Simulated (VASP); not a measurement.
# ZrS (Fmmm) in VASP: further runs

ZrS is run at these levels: r2SCAN; tasks: single point.

Everything below comes from runs of VASP 6.6.1. Logs are shortened: lines on timing, memory, paths and dates and some standing lists are left out, and cuts for length are marked.

### Step 1. The cell of the first run

The structure is orthorhombic, space group Fmmm (No. 69). The conventional cell has a = 5.145 Å, b = 5.250 Å, c = 5.355 Å, α = 90.00°, β = 90.00°, γ = 90.00°. Zr (site symmetry mmm) has 6 S at 2.57 to 2.68 Å within 3.4 Å. S (site symmetry mmm) has 6 Zr at 2.57 to 2.68 Å within 3.4 Å.

### Step 2. Single point, r2SCAN (strain -0.0200 x Voigt [1, -1, 0, 0, 0, 0])

POSCAR reads:

```
ZrS
1.0
    0.0000000000      2.6775000000      2.6250000000
    2.5725000000      0.0000000000      2.6250000000
    2.5725000000      2.6775000000      0.0000000000
Zr S
1 1
Direct
    0.0000000000      0.0000000000      0.0000000000
    0.5000000000      0.5000000000      0.5000000000
```

INCAR.step1 reads:

```
ALGO     = Normal         # electronic algorithm
EDIFF    = 1E-4           # SCF threshold, eV
ENCUT    = 520            # plane-wave cutoff, eV
GGA      = PE             # functional
ISMEAR   = 0              # smearing method
LASPH    = True           # aspherical terms in the spheres
LCHARG   = False          # write CHGCAR
LREAL    = False          # projectors in reciprocal space
LWAVE    = True           # write WAVECAR
NBANDS   = 16             # bands
NELM     = 80             # most SCF steps
PREC     = Accurate       # precision mode
SIGMA    = 0.15           # smearing width, eV
```

INCAR.step2 reads:

```
ALGO     = Normal         # electronic algorithm
EDIFF    = 1E-6           # SCF threshold, eV
ENCUT    = 520            # plane-wave cutoff, eV
ISIF     = 2              # what is computed and relaxed
ISMEAR   = 0              # smearing method
ISTART   = 1            
LASPH    = True           # aspherical terms in the spheres
LCHARG   = True           # write CHGCAR
LELF     = True           # ELF
LMIXTAU  = True         
LREAL    = False          # projectors in reciprocal space
LVHAR    = True         
LWAVE    = False          # write WAVECAR
METAGGA  = R2SCAN         # meta-GGA
NBANDS   = 16             # bands
NELM     = 80             # most SCF steps
PREC     = Accurate       # precision mode
SIGMA    = 0.15           # smearing width, eV
```

KPOINTS reads:

```
k-points
0
Gamma
  16 16 16
```

Potentials or basis: VASP PAW PBE potentials, release 64 (Zr_sv, S).

Started as:

```console
$ cat potpaw_PBE.64/Zr_sv/POTCAR potpaw_PBE.64/S/POTCAR > POTCAR
$ cp INCAR.step1 INCAR
$ mpirun -np 1 vasp_std > vasp.out
$ cp INCAR.step2 INCAR
$ mpirun -np 1 vasp_std > vasp.out
```

OUTCAR:

```text
EDIFF = 1E-6
   ENCUT = 520
   ISIF = 2
   ISMEAR = 0
   ISTART = 1
   LASPH = True
   LREAL = False
   METAGGA = R2SCAN
   NELM = 80
   PREC = Accurate

 ion  position               nearest neighbor table
   1  0.000  0.000  0.000-   2 2.57   2 2.57   2 2.62   2 2.62   2 2.68   2 2.68
   2  0.500  0.500  0.500-   1 2.57   1 2.57   1 2.62   1 2.62   1 2.68   1 2.68

  LATTYP: Found a face centered orthorhombic cell.
 ALAT       =     5.1450000000
 B/A-ratio  =     1.0204081633
 C/A-ratio  =     1.0408163265

  Lattice vectors:

 A1 = (   0.0000000000,   2.6775000000,  -2.6250000000)
 A2 = (   2.5725000000,   2.6775000000,   0.0000000000)
 A3 = (   2.5725000000,   0.0000000000,  -2.6250000000)

Analysis of symmetry for initial positions (statically):
=====================================================================
 Subroutine PRICEL returns:
 Original cell was already a primitive cell.

 Routine SETGRP: Setting up the symmetry group for a
 face centered orthorhombic supercell.

 Subroutine GETGRP returns: Found  8 space group operations
 (whereof  8 operations were pure point group operations)
 out of a pool of  8 trial point group operations.

The static configuration has the point symmetry D_2h.

Analysis of symmetry for dynamics (positions and initial velocities):
=====================================================================
 Subroutine PRICEL returns:
 Original cell was already a primitive cell.

 Routine SETGRP: Setting up the symmetry group for a
 face centered orthorhombic supercell.

 Subroutine GETGRP returns: Found  8 space group operations
 (whereof  8 operations were pure point group operations)
 out of a pool of  8 trial point group operations.

The dynamic configuration has the point symmetry D_2h.

 Subroutine INISYM returns: Found  8 space group operations
 (whereof  8 operations are pure point group operations),
 and found     1 'primitive' translations

----------------------------------------------------------------------------------------

                                     Primitive cell

  volume of cell :      36.1613

  direct lattice vectors                    reciprocal lattice vectors
     0.000000000  2.677500000  2.625000000    -0.194363460  0.186741363  0.190476190
     2.572500000  0.000000000  2.625000000     0.194363460 -0.186741363  0.190476190
     2.572500000  2.677500000  0.000000000     0.194363460  0.186741363 -0.190476190

  length of vectors
     3.749617480  3.675374981  3.713052989     0.330046467  0.330046467  0.330046467

  position of ions in fractional coordinates (direct lattice)
     0.000000000  0.000000000  0.000000000
     0.500000000  0.500000000  0.500000000

  ion indices of the primitive-cell ions
   primitive index   ion index
                 1           1
                 2           2

----------------------------------------------------------------------------------------

 KPOINTS: k-points

Automatic generation of k-mesh.
 Grid dimensions read from file:
 generate k-points for:   16   16   16

 Generating k-lattice:

  Cartesian coordinates                     Fractional coordinates (reciprocal lattice)
    -0.012147716  0.011671335  0.011904762     0.062500000  0.000000000  0.000000000
     0.012147716 -0.011671335  0.011904762     0.000000000  0.062500000  0.000000000
     0.012147716  0.011671335 -0.011904762     0.000000000  0.000000000  0.062500000

  Length of vectors
     0.020627904  0.020627904  0.020627904

  Shift w.r.t. Gamma in fractional coordinates (k-lattice)
     0.000000000  0.000000000  0.000000000

 Subroutine IBZKPT returns following result:
 ===========================================

 Found    621 irreducible k-points:

 Following reciprocal coordinates:
            Coordinates               Weight
  0.000000  0.000000  0.000000      1.000000
  0.062500  0.000000  0.000000      8.000000
  0.125000  0.000000  0.000000      8.000000
  0.187500  0.000000  0.000000      8.000000
  0.250000  0.000000  0.000000      8.000000
  0.312500  0.000000  0.000000      8.000000
[... 16 lines left out ...]
 -0.125000  0.062500 -0.000000      8.000000
 -0.062500  0.062500 -0.000000      4.000000
 [... further k-points ...]
   k-points           NKPTS =    621   k-points in BZ     NKDIM =    621   number of bands    NBANDS=     16
   number of dos      NEDOS =    301   number of ions     NIONS =      2
   total plane-waves  NPLWV =  21952
   dimension x,y,z NGX =    28 NGY =   28 NGZ =   28
   dimension x,y,z NGXF=    56 NGYF=   56 NGZF=   56
   ions per type =               1   1
   NGX,Y,Z   is equivalent  to a cutoff of  12.41, 12.67, 12.54 a.u.
   NGXF,Y,Z  is equivalent  to a cutoff of  24.83, 25.33, 25.07 a.u.
 SYSTEM =  unknown system
   PREC   = accura    normal or accurate (medium, high low for compatibility)
   ISTART =      1    job   : 0-new  1-cont  2-samecut
   ICHARG =      0    charge: 1-file 2-atom 10-const
   ISPIN  =      1    spin polarized calculation?
   LNONCOLLINEAR =      F non collinear calculations
   LSORBIT =      F    spin-orbit coupling
   LASPH  =      T    aspherical Exc in radial PAW
   ENCUT  =  520.0 eV  38.22 Ry    6.18 a.u.   6.97  6.83  6.90*2*pi/ulx,y,z
   NELM   =     80;   NELMIN=  2; NELMDL=  0     # of ELM steps
   EDIFF  = 0.1E-05   stopping-criterion for ELM
   LREAL  =      F    real-space projection
   EDIFFG = 0.1E-04   stopping-criterion for IOM
   NSW    =      0    number of steps for IOM
   IBRION =     -1    ionic relax: 0-MD 1-quasi-New 2-CG
   NFREE  =      0    steps in history (QN), initial steepest desc. (CG)
   ISIF   =      2    stress and relaxation
   ISYM   =      2    0-nonsym 1-usesym 2-fastsym
   POTIM  = 0.5000    time-step for ionic-motion
   TEBEG  =    0.0;   TEEND  =   0.0 temperature during run
   PSTRESS=    0.0 pullay stress
   NELECT =      18.0000    total number of electrons
   NUPDOWN=      -1.0000    fix difference up-down
   EMIN   =  10.00;   EMAX   =-10.00  energy-range for DOS
   EFERMI =   0.00;   METHOD = LEGACY
   ISMEAR =     0;   SIGMA  =   0.15  broadening in eV -4-tet -1-fermi 0-gaus
   EFERMI_NEDOS =   21; number of points for ismear=-14 and -15
   IALGO  =     38    algorithm
   IMIX   =      4    mixing-type and parameters
     AMIX     =   0.40;   BMIX     =  1.00
     AMIX_MAG =   1.60;   BMIX_MAG =  1.00
  volume/ion in A,a.u.               =      18.08       122.01
  Fermi-wavevector in a.u.,A,eV,Ry     =   1.297431  2.451789 22.903058  1.683327
  Thomas-Fermi vector in A             =   2.428824
   LORBIT       =      0    0 simple, 1 ext, 2 COOP (PROOUT), +10 PAW based schemes
   METAGGA = R2SCAN    functional components
   LHFCALC =     F    Hartree Fock is set to
   AEXX    =    0.0000 exact exchange contribution
   IVDW    =     0    specifies the selected vdW correction
   LEPSILON=     F    determine dielectric tensor
   LRPA    =     F    only Hartree local field effects (RPA)
 non-spin polarized calculation
 Gauss-broadening in eV      SIGMA  =   0.15
  energy-cutoff  :      520.00
  volume of cell :       36.16
 maximum number of plane-waves:       990
   NGX = 13   NGY = 13   NGZ = 13

 number of electron      18.0000000 magnetization

 Free energy of the ion-electron system (eV)
  ---------------------------------------------------
  ext. energy  EPLUGINS =         0.00000000
  ---------------------------------------------------
  free energy    TOTEN  =       -33.86582016 eV

  energy without entropy =      -33.85217922  energy(sigma->0) =      -33.85899969

 E-fermi :  10.9363     XC(G=0): -11.9642

 val. band max:       10.9289949708   @ k =  -0.0625   0.1250   0.0625
 cond. band min:      10.9387929963   @ k =  -0.3750   0.3125   0.3125
 fundamental gap:      0.0097980254
 Fermi energy:        10.9362579140

 k-point     1 :       0.0000    0.0000    0.0000
  band No.  band energies     occupation
      1     -40.9303      2.00000
      2     -18.2211      2.00000
      3     -18.2116      2.00000
      4     -18.2053      2.00000
      5      -5.8640      2.00000
      6       6.9054      2.00000
[... 8 lines left out ...]
     15      18.6535      0.00000
     16      23.1554      0.00000

 k-point     2 :       0.0625    0.0000    0.0000
  band No.  band energies     occupation
      1     -40.9292      2.00000
      2     -18.2306      2.00000
      3     -18.2156      2.00000
      4     -18.2084      2.00000
      5      -5.8127      2.00000
      6       6.6432      2.00000
[... 8 lines left out ...]
     15      18.8164      0.00000
     16      22.9195      0.00000

 k-point     3 :       0.1250    0.0000    0.0000
  band No.  band energies     occupation
      1     -40.9263      2.00000
      2     -18.2694      2.00000
      3     -18.2193      2.00000
      4     -18.2133      2.00000
      5      -5.6640      2.00000
      6       5.9568      2.00000
[... 8 lines left out ...]
     15      19.2153      0.00000
     16      22.3034      0.00000

 k-point     4 :       0.1875    0.0000    0.0000
  band No.  band energies     occupation
      1     -40.9218      2.00000
      2     -18.3291      2.00000
      3     -18.2230      2.00000
      4     -18.2199      2.00000
      5      -5.4332      2.00000
      6       5.1266      2.00000
[... 8 lines left out ...]
     15      19.4643      0.00000
     16      21.7242      0.00000
[... 324 lines left out ...]
 k-point    22 :      -0.1875    0.0625   -0.0000
  band No.  band energies     occupation
      1     -40.9194      2.00000
      2     -18.3540      2.00000
      3     -18.2363      2.00000
      4     -18.2192      2.00000
      5      -5.3117      2.00000
      6       4.7215      2.00000
[... 8 lines left out ...]
     15      19.4932      0.00000
     16      20.6975      0.00000

 k-point    23 :      -0.1250    0.0625   -0.0000
  band No.  band energies     occupation
      1     -40.9241      2.00000
      2     -18.2930      2.00000
      3     -18.2285      2.00000
      4     -18.2146      2.00000
      5      -5.5564      2.00000
      6       5.4810      2.00000
[... 8 lines left out ...]
     15      19.4473      0.00000
     16      21.5434      0.00000

 k-point    24 :      -0.0625    0.0625   -0.0000
  band No.  band energies     occupation
      1     -40.9275      2.00000
      2     -18.2497      2.00000
      3     -18.2202      2.00000
      4     -18.2117      2.00000
      5      -5.7296      2.00000
      6       6.1730      2.00000
[... 8 lines left out ...]
     15      19.0635      0.00000
     16      22.4873      0.00000

 [... further k-points ...]

------------------------ aborting loop because EDIFF is reached ----------------------------------------

  FORCE on cell =-STRESS in cart. coord.  units (eV):
  Direction    XX          YY          ZZ          XY          YZ          ZX
  --------------------------------------------------------------------------------------
  -------------------------------------------------------------------------------------
  Total        0.9216564     -1.4784019     -0.4859984      0.0000000      0.0000000      0.0000000
  in kB       40.8352727    -65.5026576    -21.5328376      0.0000000      0.0000000      0.0000000
  external PRESSURE =     -15.4000742 kB  Pullay stress =       0.0000000 kB

 VOLUME and BASIS-vectors are now :
 -----------------------------------------------------------------------------
  energy-cutoff  :      520.00
  volume of cell :       36.16
      direct lattice vectors                 reciprocal lattice vectors
     0.000000000  2.677500000  2.625000000    -0.194363460  0.186741363  0.190476190
     2.572500000  0.000000000  2.625000000     0.194363460 -0.186741363  0.190476190
     2.572500000  2.677500000  0.000000000     0.194363460  0.186741363 -0.190476190

 POSITION                                       TOTAL-FORCE (eV/Angst)
 -----------------------------------------------------------------------------------
      0.00000      0.00000      0.00000         0.000000     -0.000000      0.000000
      2.57250      2.67750      2.62500        -0.000000      0.000000      0.000000
 -----------------------------------------------------------------------------------
    total drift:                                0.000000      0.000000      0.000000

  FREE ENERGIE OF THE ION-ELECTRON SYSTEM (eV)
  ---------------------------------------------------
  free  energy   TOTEN  =       -33.8658201643 eV

  energy  without entropy=      -33.8521792243  energy(sigma->0) =      -33.85899969
```

It took 9 min on 1 thread of Intel Xeon 6975P-C (Granite Rapids), shared host; peak memory 0.45 GiB.

What came out:

- Free energy: -33.8658 eV
- Pressure: -1.5 GPa
- Band gap on the k mesh: zero (bands 9 and 10 overlap by 2.85 eV)

Stress tensor (GPa, compression positive):
```
 4.08  0.00  0.00
 0.00 -6.55  0.00
 0.00  0.00 -2.15
```

Levels at points of the mesh, in eV from the Fermi level:
| k point | band 6 | band 7 | band 8 | band 9 | band 10 | band 11 | band 12 | band 13 |
| --- | --- | --- | --- | --- | --- | --- | --- | --- |
| (0.00, 0.00, 0.00) | -4.03 | -3.99 | -3.93 | -1.63 | -1.42 | -1.20 | -0.77 | -0.64 |
| (0.50, 0.00, 0.00) | -8.50 | -6.46 | -6.43 | 1.43 | 1.57 | 1.87 | 2.09 | 5.48 |
| (0.50, 0.50, 0.00) | -6.76 | -4.95 | -4.93 | -3.52 | 0.52 | 2.24 | 2.52 | 3.06 |
| (0.50, 0.00, 0.50) | -6.88 | -4.87 | -4.85 | -3.55 | 0.44 | 2.33 | 2.45 | 3.05 |
| (0.00, 0.50, 0.50) | -6.63 | -5.04 | -5.04 | -3.51 | 0.64 | 2.28 | 2.44 | 3.06 |

Caveat: the cell differs from its parent crystal (strain -0.0200 x Voigt [1, -1, 0, 0, 0, 0]); the stress differs along the axes, from -7 to 4 GPa; the PAW data sets were made with another functional, which shifts forces and pressure a little.

[end of part 1 of 2]
